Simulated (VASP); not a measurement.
# AsP2 (P6_3/mmc) in VASP: notebook

The runs below take AsP2 through single point, relaxation of cell and atoms, with PBE.

Everything below comes from runs of VASP 6.6.1. Logs are shortened: lines on timing, memory, paths and dates and some standing lists are left out, and cuts for length are marked.

## (1) The cell of the first run

Symmetry: P6_3/mmc, No. 194, hexagonal system. The conventional cell has a = 3.868 Å, b = 3.868 Å, c = 9.508 Å, α = 90.00°, β = 90.00°, γ = 120.00°. Within 2.8 Å of P (site symmetry 3m) lie 1 P at 2.08 Å and 3 As at 2.60 Å. Within 3.4 Å of As (site symmetry -3m) lie 6 P at 2.60 Å.

The cell was generated, and may not be a known phase.

## (2) Single point, PBE

File INCAR:

```
PREC = Accurate
ENCUT = 520
EDIFF = 1E-6
ISMEAR = 0
SIGMA = 0.1
LREAL = False
LASPH = True
NELM = 80
ALGO = Normal
ISIF = 2
LWAVE = False
LCHARG = False
GGA = PE
NBANDS = 24
```

File KPOINTS:

```
regular mesh
0
Gamma
  6 6 2
```

File POSCAR:

```
AsP2
1.0
    3.8680913784      0.0000000032      0.0000000000
   -1.9340456920      3.3498653963      0.0000000000
    0.0000000000      0.0000000000      9.5078558820
P As
4 2
Direct
    0.6666666667      0.3333333333      0.3595316352
    0.3333333333      0.6666666667      0.6404683648
    0.3333333333      0.6666666667      0.8595316352
    0.6666666667      0.3333333333      0.1404683648
    0.0000000000      0.0000000000      0.5000000000
    0.0000000000      0.0000000000      0.0000000000
```

Potentials or basis: VASP PAW PBE potentials, release 64 (P, As).

Started as:

```bash
$ cat potpaw_PBE.64/P/POTCAR potpaw_PBE.64/As/POTCAR > POTCAR
$ mpirun -np 1 vasp_std > vasp.out
```

OUTCAR:

```text
PREC = Accurate
   ENCUT = 520
   EDIFF = 1E-6
   ISMEAR = 0
   LREAL = False
   LASPH = True
   NELM = 80
   ISIF = 2
   GGA = PE

 ion  position               nearest neighbor table
   1  0.667  0.333  0.360-   4 2.08   5 2.60   5 2.60   5 2.60
   2  0.333  0.667  0.640-   3 2.08   5 2.60   5 2.60   5 2.60
   3  0.333  0.667  0.860-   2 2.08   6 2.60   6 2.60   6 2.60
   4  0.667  0.333  0.140-   1 2.08   6 2.60   6 2.60   6 2.60
   5  0.000  0.000  0.500-   1 2.60   2 2.60   1 2.60   2 2.60   1 2.60   2 2.60
   6  0.000  0.000  0.000-   3 2.60   4 2.60   4 2.60   3 2.60   4 2.60   3 2.60

  LATTYP: Found a hexagonal cell.
 ALAT       =     3.8680913784
 C/A-ratio  =     2.4580225625

  Lattice vectors:

 A1 = (   3.8680913784,   0.0000000032,   0.0000000000)
 A2 = (  -1.9340456920,   3.3498653963,   0.0000000000)
 A3 = (   0.0000000000,   0.0000000000,   9.5078558820)

Analysis of symmetry for initial positions (statically):
=====================================================================
 Subroutine PRICEL returns:
 Original cell was already a primitive cell.

 Routine SETGRP: Setting up the symmetry group for a
 hexagonal supercell.

 Subroutine GETGRP returns: Found 24 space group operations
 (whereof 12 operations were pure point group operations)
 out of a pool of 24 trial point group operations.

The static configuration has the point symmetry D_3d.
 The point group associated with its full space group is D_6h.

Analysis of symmetry for dynamics (positions and initial velocities):
=====================================================================
 Subroutine PRICEL returns:
 Original cell was already a primitive cell.

 Routine SETGRP: Setting up the symmetry group for a
 hexagonal supercell.

 Subroutine GETGRP returns: Found 24 space group operations
 (whereof 12 operations were pure point group operations)
 out of a pool of 24 trial point group operations.

The dynamic configuration has the point symmetry D_3d.
 The point group associated with its full space group is D_6h.

 Subroutine INISYM returns: Found 24 space group operations
 (whereof 12 operations are pure point group operations),
 and found     1 'primitive' translations

----------------------------------------------------------------------------------------

                                     Primitive cell

  volume of cell :     123.1989

  direct lattice vectors                    reciprocal lattice vectors
     3.868091378  0.000000003  0.000000000     0.258525433  0.149259729  0.000000000
    -1.934045692  3.349865396  0.000000000    -0.000000000  0.298519457  0.000000000
     0.000000000  0.000000000  9.507855882     0.000000000  0.000000000  0.105176184

  length of vectors
     3.868091378  3.868091378  9.507855882     0.298519457  0.298519457  0.105176184

  position of ions in fractional coordinates (direct lattice)
     0.666666667  0.333333333  0.359531635
     0.333333333  0.666666667  0.640468365
     0.333333333  0.666666667  0.859531635
     0.666666667  0.333333333  0.140468365
     0.000000000  0.000000000  0.500000000
     0.000000000  0.000000000  0.000000000

  ion indices of the primitive-cell ions
   primitive index   ion index
                 1           1
                 2           2
                 3           3
                 4           4
                 5           5
                 6           6

----------------------------------------------------------------------------------------

 KPOINTS: regular mesh

Automatic generation of k-mesh.
 Grid dimensions read from file:
 generate k-points for:    6    6    2

 Generating k-lattice:

  Cartesian coordinates                     Fractional coordinates (reciprocal lattice)
     0.043087572  0.024876621  0.000000000     0.166666667  0.000000000  0.000000000
    -0.000000000  0.049753243  0.000000000     0.000000000  0.166666667  0.000000000
     0.000000000  0.000000000  0.052588092     0.000000000  0.000000000  0.500000000

  Length of vectors
     0.049753243  0.049753243  0.052588092

  Shift w.r.t. Gamma in fractional coordinates (k-lattice)
     0.000000000  0.000000000  0.000000000

 Subroutine IBZKPT returns following result:
 ===========================================

 Found     14 irreducible k-points:

 Following reciprocal coordinates:
            Coordinates               Weight
  0.000000  0.000000  0.000000      1.000000
  0.166667  0.000000  0.000000      6.000000
  0.333333  0.000000  0.000000      6.000000
  0.500000  0.000000  0.000000      3.000000
  0.166667  0.166667  0.000000      6.000000
  0.333333  0.166667  0.000000     12.000000
  0.333333  0.333333  0.000000      2.000000
  0.000000  0.000000  0.500000      1.000000
  0.166667  0.000000  0.500000      6.000000
  0.333333  0.000000  0.500000      6.000000
  0.500000  0.000000  0.500000      3.000000
  0.166667  0.166667  0.500000      6.000000
  0.333333  0.166667  0.500000     12.000000
  0.333333  0.333333  0.500000      2.000000
   k-points           NKPTS =     14   k-points in BZ     NKDIM =     14   number of bands    NBANDS=     24
   number of dos      NEDOS =    301   number of ions     NIONS =      6
   total plane-waves  NPLWV =  64800
   dimension x,y,z NGX =    30 NGY =   30 NGZ =   72
   dimension x,y,z NGXF=    60 NGYF=   60 NGZF=  144
   ions per type =               4   2
   NGX,Y,Z   is equivalent  to a cutoff of  12.89, 12.89, 12.59 a.u.
   NGXF,Y,Z  is equivalent  to a cutoff of  25.79, 25.79, 25.18 a.u.
 SYSTEM =  unknown system
   PREC   = accura    normal or accurate (medium, high low for compatibility)
   ISTART =      0    job   : 0-new  1-cont  2-samecut
   ICHARG =      2    charge: 1-file 2-atom 10-const
   ISPIN  =      1    spin polarized calculation?
   LNONCOLLINEAR =      F non collinear calculations
   LSORBIT =      F    spin-orbit coupling
   LASPH  =      T    aspherical Exc in radial PAW
   ENCUT  =  520.0 eV  38.22 Ry    6.18 a.u.   7.19  7.19 17.68*2*pi/ulx,y,z
   NELM   =     80;   NELMIN=  2; NELMDL= -5     # of ELM steps
   EDIFF  = 0.1E-05   stopping-criterion for ELM
   LREAL  =      F    real-space projection
   EDIFFG = 0.1E-04   stopping-criterion for IOM
   NSW    =      0    number of steps for IOM
   IBRION =     -1    ionic relax: 0-MD 1-quasi-New 2-CG
   NFREE  =      0    steps in history (QN), initial steepest desc. (CG)
   ISIF   =      2    stress and relaxation
   ISYM   =      2    0-nonsym 1-usesym 2-fastsym
   POTIM  = 0.5000    time-step for ionic-motion
   TEBEG  =    0.0;   TEEND  =   0.0 temperature during run
   PSTRESS=    0.0 pullay stress
   NELECT =      30.0000    total number of electrons
   NUPDOWN=      -1.0000    fix difference up-down
   EMIN   =  10.00;   EMAX   =-10.00  energy-range for DOS
   EFERMI =   0.00;   METHOD = LEGACY
   ISMEAR =     0;   SIGMA  =   0.10  broadening in eV -4-tet -1-fermi 0-gaus
   EFERMI_NEDOS =   21; number of points for ismear=-14 and -15
   IALGO  =     38    algorithm
   IMIX   =      4    mixing-type and parameters
     AMIX     =   0.40;   BMIX     =  1.00
     AMIX_MAG =   1.60;   BMIX_MAG =  1.00
  volume/ion in A,a.u.               =      20.53       138.56
  Fermi-wavevector in a.u.,A,eV,Ry     =   1.022303  1.931873 14.219499  1.045104
  Thomas-Fermi vector in A             =   2.155975
   LORBIT       =      0    0 simple, 1 ext, 2 COOP (PROOUT), +10 PAW based schemes
   GGA     = PE    functional components
   LHFCALC =     F    Hartree Fock is set to
   AEXX    =    0.0000 exact exchange contribution
   IVDW    =     0    specifies the selected vdW correction
   LEPSILON=     F    determine dielectric tensor
   LRPA    =     F    only Hartree local field effects (RPA)
 non-spin polarized calculation
 Gauss-broadening in eV      SIGMA  =   0.10
  energy-cutoff  :      520.00
  volume of cell :      123.20
 maximum number of plane-waves:      3363
 NGX is ok and might be reduce to    30
   NGX = 15   NGY = 15   NGZ = 35

 number of electron      29.9999996 magnetization

 Free energy of the ion-electron system (eV)
  ---------------------------------------------------
  ext. energy  EPLUGINS =         0.00000000
  ---------------------------------------------------
  free energy    TOTEN  =       -29.23547039 eV

  energy without entropy =      -29.21330803  energy(sigma->0) =      -29.22438921

 E-fermi :   5.3786     XC(G=0):  -9.7204

 val. band max:        5.3052779880   @ k =   0.3333   0.1667   0.5000
 cond. band min:       5.3799425260   @ k =   0.1667   0.0000   0.5000
 fundamental gap:      0.0746645381
 Fermi energy:         5.3785748481

 k-point     1 :       0.0000    0.0000    0.0000
  band No.  band energies     occupation
      1      -9.2646      2.00000
      2      -8.3385      2.00000
      3      -7.1876      2.00000
      4      -4.0412      2.00000
      5      -3.2481      2.00000
      6       1.4827      2.00000
[... 16 lines left out ...]
     23       9.3088      0.00000
     24      10.1094      0.00000

 k-point     2 :       0.1667    0.0000    0.0000
  band No.  band energies     occupation
      1      -8.9758      2.00000
      2      -8.0279      2.00000
      3      -7.0407      2.00000
      4      -4.1728      2.00000
      5      -3.0772      2.00000
      6      -0.2005      2.00000
[... 16 lines left out ...]
     23       9.6574      0.00000
     24      10.0417      0.00000

 k-point     3 :       0.3333    0.0000    0.0000
  band No.  band energies     occupation
      1      -8.1613      2.00000
      2      -7.1480      2.00000
      3      -6.7677      2.00000
      4      -4.7816      2.00000
      5      -3.2573      2.00000
      6      -1.8347      2.00000
[... 16 lines left out ...]
     23      10.5342      0.00000
     24      10.7270      0.00000
[... 244 lines left out ...]
 k-point    13 :       0.3333    0.1667    0.5000
  band No.  band energies     occupation
      1      -7.2081      2.00000
      2      -7.2081      2.00000
      3      -5.7690      2.00000
      4      -5.7690      2.00000
      5      -3.2511      2.00000
      6      -3.2511      2.00000
[... 16 lines left out ...]
     23      11.2385      0.00000
     24      11.2385      0.00000

 k-point    14 :       0.3333    0.3333    0.5000
  band No.  band energies     occupation
      1      -6.7055      2.00000
      2      -6.7055      2.00000
      3      -5.8982      2.00000
      4      -5.8982      2.00000
      5      -3.6710      2.00000
      6      -3.6710      2.00000
[... 16 lines left out ...]
     23      10.6163      0.00000
     24      10.6163      0.00000

------------------------ aborting loop because EDIFF is reached ----------------------------------------

  FORCE on cell =-STRESS in cart. coord.  units (eV):
  Direction    XX          YY          ZZ          XY          YZ          ZX
  --------------------------------------------------------------------------------------
  -------------------------------------------------------------------------------------
  Total        0.1498588      0.1498588     -0.1498833     -0.0000000     -0.0000000      0.0000000
  in kB        1.9488846      1.9488846     -1.9492037     -0.0000000     -0.0000000      0.0000000
  external PRESSURE =       0.6495218 kB  Pullay stress =       0.0000000 kB

 VOLUME and BASIS-vectors are now :
 -----------------------------------------------------------------------------
  energy-cutoff  :      520.00
  volume of cell :      123.20
      direct lattice vectors                 reciprocal lattice vectors
     3.868091378  0.000000003  0.000000000     0.258525433  0.149259729  0.000000000
    -1.934045692  3.349865396  0.000000000    -0.000000000  0.298519457  0.000000000
     0.000000000  0.000000000  9.507855882     0.000000000  0.000000000  0.105176184

 POSITION                                       TOTAL-FORCE (eV/Angst)
 -----------------------------------------------------------------------------------
      1.93405      1.11662      3.41837         0.000000      0.000000     -0.042031
     -0.00000      2.23324      6.08948        -0.000000      0.000000      0.042031
     -0.00000      2.23324      8.17230        -0.000000      0.000000     -0.042031
      1.93405      1.11662      1.33555         0.000000     -0.000000      0.042031
      0.00000      0.00000      4.75393        -0.000000      0.000000     -0.000000
      0.00000      0.00000      0.00000        -0.000000      0.000000     -0.000000
 -----------------------------------------------------------------------------------
    total drift:                               -0.000000     -0.000000     -0.000000

  FREE ENERGIE OF THE ION-ELECTRON SYSTEM (eV)
  ---------------------------------------------------
  free  energy   TOTEN  =       -29.2354703854 eV

  energy  without entropy=      -29.2133080320  energy(sigma->0) =      -29.22438921
```

Run time: 55 s. Hardware: 1 thread of Oxide Virtual Turin-like, shared host; peak memory 0.21 GiB.

Results:

```yaml
Free_energy: -29.2355 eV
Pressure: 0.1 GPa
Largest_force: 0.042 eV/Å
Band_gap_on_the_k_mesh: zero (bands 15 and 16 overlap by 1.55 eV)
```

Forces on the atoms (eV/Å):
```
P    0.000  0.000 -0.042
P    0.000  0.000  0.042
P    0.000  0.000 -0.042
P    0.000  0.000  0.042
As   0.000  0.000  0.000
As   0.000  0.000  0.000
```

Stress tensor (GPa, compression positive):
```
 0.19  0.00  0.00
 0.00  0.19  0.00
 0.00  0.00 -0.19
```

## (3) Relaxation of cell and atoms, PBE

This run uses another cell than the first one, of 15.11 Å³/atom.

File INCAR:

```
PREC = Accurate ; ENCUT = 600
EDIFF = 1E-7 ; ISMEAR = 0
SIGMA = 0.1 ; LREAL = False
LASPH = True ; NELM = 80
ALGO = Normal ; ISIF = 3
LWAVE = False ; LCHARG = False
GGA = PE ; IBRION = 2
NSW = 90 ; EDIFFG = -0.04
```

File KPOINTS:

```
Automatic mesh
0
Gamma
  6 6 2
```

File POSCAR:

```
AsP2
1.0
    3.4521497300      0.0000000000      0.0000000000
   -1.7260748700      2.9896493700      0.0000000000
    0.0000000000      0.0000000000      8.7870091200
P As
4 2
Direct
    0.6666666700      0.3333333300      0.3797952800
    0.3333333300      0.6666666700      0.6202047200
    0.3333333300      0.6666666700      0.8797952800
    0.6666666700      0.3333333300      0.1202047200
    0.0000000000      0.0000000000      0.5000000000
    0.0000000000      0.0000000000      0.0000000000
```

Potentials or basis: VASP PAW PBE potentials, release 64 (P, As).

Started as:

```bash
$ cat potpaw_PBE.64/P/POTCAR potpaw_PBE.64/As/POTCAR > POTCAR
$ mpirun -np 1 vasp_std > vasp.out
```

Run time: 2.9 min. Hardware: 1 thread of Oxide Virtual Turin-like, shared host; peak memory 0.2 GiB.

Results (log left out):

```
Free energy                           : -29.2309 eV
Relaxed volume                        : 20.78 Å³/atom
Relaxed cell                          : a = 3.925 Å, b = 3.925 Å, c = 9.345 Å, α = 90.00°, β = 90.00°, γ = 120.00°
Space group after relaxing (to 0.1 Å) : P6_3/mmc (No. 194)
Energy gained by relaxing             : 822.1 meV/atom
Ionic steps                           : 7
Pressure after relaxing               : 0.0 GPa
Largest force after relaxing          : 0.015 eV/Å
Band gap on the k mesh                : zero (bands 15 and 16 overlap by 1.75 eV)
```

Forces in eV/Å, atoms in the order of the input:
```
P    0.000  0.000 -0.015
P    0.000  0.000  0.015
P    0.000  0.000 -0.015
P    0.000  0.000  0.015
As   0.000  0.000  0.000
As   0.000  0.000  0.000
```

Stress tensor (GPa, compression positive):
```
-0.11  0.00  0.00
 0.00 -0.11  0.00
 0.00  0.00  0.10
```

The path:
| step | energy change (eV) | largest force (eV/Å) | pressure (GPa) | volume (Å³) |
| --- | --- | --- | --- | --- |
| 1 | 0.0000 | 4.9785 | 42.71 | 90.69 |
| 2 | -3.7529 | 1.8500 | -6.44 | 154.00 |
| 3 | -4.9246 | 0.3114 | -0.64 | 125.18 |
| 4 | -4.9248 | 0.2509 | -0.97 | 125.94 |
| 5 | -4.9234 | 0.3334 | 0.57 | 124.31 |
| 6 | -4.9321 | 0.0146 | -0.25 | 125.15 |
| 7 | -4.9328 | 0.0148 | -0.04 | 124.66 |

Final structure:
```
P As
1.0
     3.92474    0.00000    0.00000
    -1.96237    3.39892    0.00000
     0.00000    0.00000    9.34497
P As
4 2
Direct
  0.66667 0.33333 0.36171
  0.33333 0.66667 0.63829
  0.33333 0.66667 0.86171
  0.66667 0.33333 0.13829
  0.00000 0.00000 0.50000
  0.00000 0.00000 0.00000
```

Levels at points of the mesh, in eV from the Fermi level:
```csv
k point,band 12,band 13,band 14,band 15,band 16,band 17,band 18,band 19
"(0.00, 0.00, 0.00)",-1.92,-1.92,-1.59,0.02,0.02,0.55,1.11,1.11
"(0.50, 0.00, 0.00)",-2.73,-2.29,-1.89,0.55,0.99,1.38,1.69,2.31
"(0.00, 0.00, 0.50)",-1.84,-0.98,-0.98,-0.98,-0.98,0.75,0.75,2.54
"(0.50, 0.00, 0.50)",-3.56,-0.75,-0.75,-0.75,-0.75,1.84,1.84,3.22
```

Caveat: the volume moved by over 15 % at a fixed basis, so the end points are rough.

## (4) Single point, PBE

This run uses another cell than the first one, of 20.83 Å³/atom.

File INCAR:

```
PREC     = Accurate       # precision mode
ENCUT    = 520            # plane-wave cutoff, eV
EDIFF    = 1E-6           # SCF threshold, eV
ISMEAR   = 0              # smearing method
SIGMA    = 0.1            # smearing width, eV
LREAL    = False          # projectors in reciprocal space
LASPH    = True           # aspherical terms in the spheres
NELM     = 100            # most SCF steps
ALGO     = Fast           # electronic algorithm
ISIF     = 2              # what is computed and relaxed
LWAVE    = False          # write WAVECAR
LCHARG   = False          # write CHGCAR
GGA      = PE             # functional
NBANDS   = 24             # bands
```

File KPOINTS:

```
regular mesh
0
Gamma
  12 12 4
```

File POSCAR:

```
AsP2
1.0
    3.9430890084      0.0000000000      0.0000000000
   -1.9715445042      3.4148152507      0.0000000000
    0.0000000000      0.0000000000      9.2831627598
P As
4 2
Direct
    0.6666666667      0.3333333333      0.3629669655
    0.3333333333      0.6666666667      0.6370330345
    0.3333333333      0.6666666667      0.8629669655
    0.6666666667      0.3333333333      0.1370330345
    0.0000000000      0.0000000000      0.5000000000
    0.0000000000      0.0000000000      0.0000000000
```

Started as:

```bash
$ cat potpaw_PBE.64/P/POTCAR potpaw_PBE.64/As/POTCAR > POTCAR
$ mpirun -np 1 vasp_std > vasp.out
```

Run time: 4 min. Hardware: 1 thread of Oxide Virtual Turin-like, shared host; peak memory 0.29 GiB.

The run converged. Its results:

```
Free energy            : -29.2598 eV
Pressure               : 0.0 GPa
Largest force          : 0.047 eV/Å
Band gap on the k mesh : zero (bands 15 and 16 overlap by 1.82 eV)
```

Forces on the atoms (eV/Å):
```
P    0.000  0.000 -0.047
P    0.000  0.000  0.047
P    0.000  0.000 -0.047
P    0.000  0.000  0.047
As   0.000  0.000  0.000
As   0.000  0.000  0.000
```

Stress tensor (GPa, compression positive):
```
 0.05  0.00  0.00
 0.00  0.05  0.00
 0.00  0.00 -0.24
```

Levels at points of the mesh, in eV from the Fermi level:
```
           k point  band 13  band 14  band 15  band 16  band 17  band 18
(0.00, 0.00, 0.00)    -2.01    -1.72    -0.09    -0.09     0.41     1.07
(0.50, 0.00, 0.00)    -2.29    -1.92     0.49     0.95     1.37     1.67
(0.00, 0.00, 0.50)    -1.07    -1.07    -1.07    -1.07     0.62     0.62
(0.50, 0.00, 0.50)    -0.78    -0.78    -0.75    -0.75     1.83     1.83
```

[end of part 1 of 2]

The gap in the log of VASP goes by the Fermi energy; the results here count the filled bands.